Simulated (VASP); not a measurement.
# FeO (Wuestite) (P1) in VASP: a series of runs, part 2 of 2

VASP 6.6.1. Earlier steps stand in the parts before.

**3. Single point, PBE+D3(BJ)+U, collinear spin, ferromagnetic start**

Input file INCAR:

```
SYSTEM = FeO
ALGO = Normal ; EDIFF = 1E-7
ENCUT = 520 ; GGA = PE
ISIF = 2 ; ISMEAR = -1
ISPIN = 2 ; IVDW = 12
LASPH = .TRUE. ; LCHARG = .FALSE.
LDAU = .TRUE. ; LDAUJ = 0.9 0
LDAUL = 2 -1 ; LDAUPRINT = 1
LDAUTYPE = 1 ; LDAUU = 6.9 0
LMAXMIX = 4 ; LORBIT = 11
LREAL = .FALSE. ; LWAVE = .FALSE.
MAGMOM = 3.5 0 ; NBANDS = 18
NELM = 150 ; PREC = Accurate
SIGMA = 0.05
```

Input file KPOINTS:

```
k-points
0
G
  6 6 6
  0 0 0
```

Input file POSCAR:

```
FeO
1.0
   -0.0031100000      2.1552300000      2.0644500000
    2.2134800000     -0.0482100000      2.1095500000
    2.2189800000      2.2058300000     -0.0537100000
Fe O
1 1
Direct
    0.0023800000      0.9908100000      0.0022500000
    0.4964059005      0.4825509940      0.5103543971
```

Potentials or basis: VASP PAW PBE potentials, release 64 (Fe, O).

Run with:

```
$ cat potpaw_PBE.64/Fe/POTCAR potpaw_PBE.64/O/POTCAR > POTCAR
$ mpirun -np 1 vasp_std > vasp.out
```

Wall time 3.7 min (1 thread of Intel Xeon 6975P-C (Granite Rapids), shared host); peak memory 0.21 GiB.

It converged, with:

```yaml
Free_energy: -12.7231 eV
Pressure: -4.7 GPa
Largest_force: 0.229 eV/Å
Band_gap_on_the_k_mesh: zero (filled and empty bands overlap)
Net_moment: 4.00 μB per cell
Site_moments: Fe +3.86; O +0.16 μB
Valence_electrons_inside_the_program's_atomic_spheres: Fe 6.75; O 5.01
Dispersion_energy_per_atom: -0.193 eV
```

Forces in eV/Å, atoms in the order of the input:
```
Fe   0.000  0.039 -0.226
O    0.000 -0.039  0.226
```

Stress tensor (GPa, compression positive):
```
-7.41 -0.11  0.33
-0.11 -7.01  1.69
 0.33  1.69  0.32
```

Levels at points of the mesh, in eV from the Fermi level:
Spin up:
```tsv
k point	band 7	band 8	band 9	band 10	band 11	band 12
(0.00, 0.00, 0.00)	-3.46	-3.28	-3.14	0.10	13.98	15.12
(0.50, 0.00, 0.00)	-4.26	-1.71	-1.44	4.02	8.49	11.66
(0.00, 0.50, 0.00)	-4.69	-1.80	-1.46	4.21	8.05	12.09
(0.50, 0.50, 0.00)	-5.15	-4.59	-4.56	5.08	8.69	9.17
(0.00, 0.00, 0.50)	-4.72	-1.80	-1.46	4.25	8.00	12.16
(0.50, 0.00, 0.50)	-5.13	-4.53	-4.30	5.05	8.64	9.13
(0.00, 0.50, 0.50)	-5.46	-4.65	-4.11	5.03	8.55	9.63
(0.50, 0.50, 0.50)	-4.26	-1.71	-1.44	4.00	8.53	11.65
```
Spin down:
| k point | band 3 | band 4 | band 5 | band 6 | band 7 | band 8 |
| --- | --- | --- | --- | --- | --- | --- |
| (0.00, 0.00, 0.00) | -2.97 | -2.83 | -1.12 | -0.59 | 0.86 | 2.18 |
| (0.50, 0.00, 0.00) | -4.64 | -4.37 | 0.39 | 0.76 | 3.43 | 4.42 |
| (0.00, 0.50, 0.00) | -4.28 | -4.06 | -0.07 | 0.36 | 3.45 | 4.46 |
| (0.50, 0.50, 0.00) | -4.24 | -4.22 | -1.42 | 0.11 | 2.91 | 3.45 |
| (0.00, 0.00, 0.50) | -4.24 | -4.05 | -0.07 | 0.34 | 3.42 | 4.46 |
| (0.50, 0.00, 0.50) | -4.24 | -3.96 | -1.27 | 0.12 | 2.71 | 3.33 |
| (0.00, 0.50, 0.50) | -4.33 | -3.78 | -2.07 | 0.58 | 3.02 | 3.58 |
| (0.50, 0.50, 0.50) | -4.65 | -4.37 | 0.39 | 0.76 | 3.45 | 4.42 |

Eigenvalues of the final occupation matrices:
| site | spin | trace | eigenvalues |
| --- | --- | --- | --- |
| site 1 d | 1 | 4.98 | 0.97 0.97 0.98 1.02 1.03 |
| site 1 d | 2 | 1.16 | 0.03 0.07 0.09 0.44 0.52 |

Caveat: the k points lie up to 0.42 Å⁻¹ apart; three body term missing; a cell with one magnetic atom can't hold antiferromagnetic order, which such compounds often take; pairwise dispersion overbinds metals, which lowers pressure and volume. The state reached can hang on the start; a lower one may exist.

**4. Single point, PBE+D3(BJ)+U, collinear spin, ferromagnetic start**

This run uses another cell than the first one, of 10.38 Å³/atom, 1.005 times its volume.

Input file INCAR:

```
SYSTEM = FeO
  ALGO = Normal
  EDIFF = 1E-6
  ENCUT = 520
  GGA = PE
  ISIF = 2
  ISMEAR = -1
  ISPIN = 2
  IVDW = 12
  LASPH = .TRUE.
  LCHARG = .TRUE.
  LDAU = .TRUE.
  LDAUJ = 0.9 0
  LDAUL = 2 -1
  LDAUPRINT = 1
  LDAUTYPE = 1
  LDAUU = 6.9 0
  LELF = .TRUE.
  LMAXMIX = 4
  LORBIT = 11
  LREAL = .FALSE.
  LVHAR = .TRUE.
  LWAVE = .FALSE.
  MAGMOM = 3.5 0
  NBANDS = 18
  NELM = 150
  PREC = Accurate
  SIGMA = 0.05
```

KPOINTS is that of step 3.

Input file POSCAR:

```
FeO
1.0
   -0.0031151747      2.1588160798      2.0678850313
    2.2171630018     -0.0482902165      2.1130600730
    2.2226721532      2.2095002730     -0.0537993679
Fe O
1 1
Direct
    0.0023800000      0.9908100000      0.0022500000
    0.5002700000      0.4862600000      0.5066600000
```

Potentials or basis: VASP PAW PBE potentials, release 64 (Fe, O).

Run with:

```
$ cat potpaw_PBE.64/Fe/POTCAR potpaw_PBE.64/O/POTCAR > POTCAR
$ mpirun -np 1 vasp_std > vasp.out
```

OUTCAR:

```text
SYSTEM = FeO
   EDIFF = 1E-6
   ENCUT = 520
   GGA = PE
   ISIF = 2
   ISMEAR = -1
   ISPIN = 2
   IVDW = 12
   LASPH = .TRUE.
   LORBIT = 11
   LREAL = .FALSE.
   NELM = 150
   PREC = Accurate
 IVDW          = 12

 ion  position               nearest neighbor table
   1  0.002  0.991  0.002-   2 2.10   2 2.13   2 2.20   2 2.21   2 2.22   2 2.22
   2  0.500  0.486  0.507-   1 2.10   1 2.13   1 2.20   1 2.21   1 2.22   1 2.22

  LATTYP: Found a triclinic cell.
 ALAT       =     5.1927563423
 B/A-ratio  =     0.5756908278
 C/A-ratio  =     0.8556071289
 COS(alpha) =     0.0019956906
 COS(beta)  =     0.4305795197
 COS(gamma) =     0.8517213070

[... 1267 lines left out ...]

 VOLUME and BASIS-vectors are now :
 -----------------------------------------------------------------------------
  energy-cutoff  :      520.00
  volume of cell :       20.76
      direct lattice vectors                 reciprocal lattice vectors
    -0.003115175  2.158816080  2.067885031    -0.224732627  0.231943058  0.241105046
     2.217163002 -0.048290216  2.113060073     0.225644167 -0.221354278  0.231427805
     2.222672153  2.209500273 -0.053799368     0.224509053  0.221130704 -0.230516265

 POSITION                                       TOTAL-FORCE (eV/Angst)
 -----------------------------------------------------------------------------------
      2.20178     -0.03774      2.09844        -0.000468      0.028759     -0.104841
      2.20270      2.17597      2.03474         0.000468     -0.028759      0.104841
 -----------------------------------------------------------------------------------
    total drift:                               -0.000154      0.000071     -0.000168

  FREE ENERGIE OF THE ION-ELECTRON SYSTEM (eV)
  ---------------------------------------------------
  free  energy   TOTEN  =       -12.7225803244 eV

  energy  without entropy=      -12.7087055958  energy(sigma->0) =      -12.71564296

 total charge

# of ion       s       p       d       tot
------------------------------------------
    1        0.285   0.346   6.104   6.736
    2        1.552   3.450   0.000   5.003
--------------------------------------------------
tot          1.838   3.796   6.104  11.738

 magnetization (x)

# of ion       s       p       d       tot
------------------------------------------
    1        0.027   0.020   3.813   3.861
    2        0.016   0.142   0.000   0.159
--------------------------------------------------
tot          0.044   0.163   3.813   4.020
```

OSZICAR:

```text
N       E                     dE             d eps       ncg     rms          rms(c)
DAV:   1     0.740631370769E+02    0.74063E+02   -0.67694E+03  8738   0.898E+02
DAV:   2    -0.927736456631E+01   -0.83341E+02   -0.70381E+02  8288   0.203E+02
[... 42 lines left out ...]
DAV:  45    -0.123389317405E+02    0.56112E-05   -0.30234E-04  8212   0.765E-02    0.116E-02
DAV:  46    -0.123389395019E+02   -0.77613E-05   -0.14426E-04  9598   0.672E-02    0.825E-03
DAV:  47    -0.123389339164E+02    0.55855E-05   -0.58347E-04  9296   0.107E-01    0.728E-03
DAV:  48    -0.123389354360E+02   -0.15197E-05   -0.27481E-04 10766   0.752E-02    0.516E-03
DAV:  49    -0.123389369111E+02   -0.14750E-05   -0.26417E-05 10330   0.230E-02    0.279E-03
DAV:  50    -0.123389373957E+02   -0.48463E-06   -0.87771E-06  6580   0.155E-02
   1 F= -.12722580E+02 E0= -.12715643E+02  d E =-.138747E-01  mag=     4.0016
```

Run time: 3.5 min. Hardware: 1 thread of Intel Xeon 6975P-C (Granite Rapids), shared host; peak memory 0.21 GiB.

What came out:

```
Free energy                                           : -12.7226 eV
Pressure                                              : -5.3 GPa
Largest force                                         : 0.109 eV/Å
Band gap on the k mesh                                : zero (filled and empty bands overlap)
Net moment                                            : 4.00 μB per cell
Site moments                                          : Fe +3.86; O +0.16 μB
Valence electrons inside the program's atomic spheres : Fe 6.74; O 5.00
Dispersion energy per atom                            : -0.192 eV
```

Forces in eV/Å, atoms in the order of the input:
```
Fe   0.000  0.029 -0.105
O    0.000 -0.029  0.105
```

Levels at points of the mesh, in eV from the Fermi level:
Spin up:
```
           k point  band 6  band 7  band 8  band 9  band 10  band 11  band 12  band 13
(0.00, 0.00, 0.00)   -6.05   -3.44   -3.26   -3.13     0.08    13.96    15.09    15.47
(0.50, 0.00, 0.00)   -5.72   -4.26   -1.70   -1.45     4.01     8.46    11.63    12.52
(0.00, 0.50, 0.00)   -5.72   -4.69   -1.80   -1.46     4.20     8.02    12.06    13.40
(0.50, 0.50, 0.00)   -5.83   -5.15   -4.56   -4.54     5.06     8.68     9.14    13.98
(0.00, 0.00, 0.50)   -5.73   -4.72   -1.80   -1.46     4.24     7.96    12.13    13.48
(0.50, 0.00, 0.50)   -5.83   -5.13   -4.51   -4.27     5.02     8.61     9.12    14.12
(0.00, 0.50, 0.50)   -5.97   -5.46   -4.63   -4.09     5.00     8.52     9.62    14.05
(0.50, 0.50, 0.50)   -5.71   -4.26   -1.70   -1.45     3.99     8.49    11.62    12.44
```
Spin down:
| k point | band 2 | band 3 | band 4 | band 5 | band 6 | band 7 | band 8 | band 9 |
| --- | --- | --- | --- | --- | --- | --- | --- | --- |
| (0.00, 0.00, 0.00) | -3.17 | -2.94 | -2.80 | -1.12 | -0.59 | 0.84 | 2.20 | 2.50 |
| (0.50, 0.00, 0.00) | -7.51 | -4.61 | -4.34 | 0.39 | 0.76 | 3.44 | 4.43 | 4.47 |
| (0.00, 0.50, 0.00) | -7.47 | -4.25 | -4.03 | -0.07 | 0.35 | 3.45 | 4.47 | 4.70 |
| (0.50, 0.50, 0.00) | -6.39 | -4.21 | -4.19 | -1.40 | 0.11 | 2.91 | 3.45 | 3.73 |
| (0.00, 0.00, 0.50) | -7.48 | -4.21 | -4.02 | -0.07 | 0.34 | 3.43 | 4.46 | 4.73 |
| (0.50, 0.00, 0.50) | -6.50 | -4.21 | -3.93 | -1.27 | 0.12 | 2.72 | 3.34 | 3.80 |
| (0.00, 0.50, 0.50) | -6.54 | -4.30 | -3.75 | -2.06 | 0.58 | 3.02 | 3.58 | 3.92 |
| (0.50, 0.50, 0.50) | -7.50 | -4.62 | -4.34 | 0.39 | 0.76 | 3.45 | 4.44 | 4.46 |

Eigenvalues of the final occupation matrices:
```csv
site,spin,trace,eigenvalues
site 1 d,1,4.97,0.97 0.97 0.98 1.02 1.03
site 1 d,2,1.15,0.03 0.07 0.09 0.44 0.52
```

Caveat: the k points lie up to 0.42 Å⁻¹ apart; three body term missing; a cell with one magnetic atom can't hold antiferromagnetic order, which such compounds often take; pairwise dispersion overbinds metals, which lowers pressure and volume. The state reached can hang on the start; a lower one may exist.
